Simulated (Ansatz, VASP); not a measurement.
# LiH: VASP beside Ansatz

```
Li H
1.0
     0.00000    1.95120    2.03250
     2.03250    0.00000    2.03250
     2.03250    1.95120    0.00000
Li H
1 1
Direct
  0.00000 0.00000 0.00000
  0.50000 0.50000 0.50000
```

Change from the starting cell: strain -0.0400 x Voigt [0, 1, 0, 0, 0, 0], atoms carried along.

Alike in both runs: task single point; functional LDA; k mesh 10 × 10 × 10; occupations gaussian, width 0.05 eV; no spin polarisation.

|  | VASP | Ansatz |
| --- | --- | --- |
| version | VASP 6.6.1 | Ansatz 0.2.0 |
| potentials or method | VASP PAW LDA potentials, release 64 (Li_sv, H), cutoff 520 eV | scalar-relativistic, plane waves, PAW |
| valence electrons in the cell | 4 | 4 |

```tsv
	VASP	Ansatz	Ansatz less VASP
gap on the k mesh at the Fermi level (eV)	2.22	2.23	+0.007
least direct gap on the mesh (eV)	2.53	2.54	+0.008
```

LDA's correlation is that of Perdew and Zunger in VASP and of Perdew and Wang (1992) in Ansatz.

Noted on VASP's run: the cutoff is short for stress, so the pressure is rough.
